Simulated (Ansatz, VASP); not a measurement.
**Two plane-wave programs on Si**

```
Si
1.0
     0.00000    5.43000    5.43000
     5.43000    0.00000    5.43000
     5.43000    5.43000    0.00000
Si
17
Direct
  0.99704 0.00280 0.00323
  0.12629 0.12456 0.12457
  0.99703 0.00279 0.49693
  0.12323 0.13038 0.62320
  0.99690 0.49701 0.00304
  0.12265 0.62268 0.13206
  0.99980 0.49897 0.50058
  0.12263 0.62266 0.62259
  0.50004 0.00019 0.99989
  0.62464 0.12464 0.12464
  0.50313 0.00290 0.49699
  0.62463 0.12463 0.62610
  0.50292 0.49708 0.00313
  0.62450 0.62648 0.12451
  0.50292 0.49708 0.49687
  0.63124 0.62296 0.62290
  0.24977 0.74889 0.75064
```

Alike in both runs: functional PBE; dispersion D3(BJ); k mesh 2 × 2 × 2; occupations gaussian, width 0.05 eV; no spin polarisation.

Ansatz relaxed the structure, and its values are those at the end. VASP's run is a single point on that final structure, the one shown.

|  | VASP | Ansatz |
| --- | --- | --- |
| version | VASP 6.6.1 | Ansatz 0.2.0 |
| potentials or method | VASP PAW PBE potentials, release 64 (Si), cutoff 520 eV | scalar-relativistic, plane waves, PAW |
| valence electrons in the cell | 68 | 68 |

|  | VASP | Ansatz | Ansatz less VASP |
| --- | --- | --- | --- |
| rms of the force components (eV/Å) | 0.006 | 0.006 | +0.0006 |

The k mesh is coarse, so the values compare programs but aren't converged.
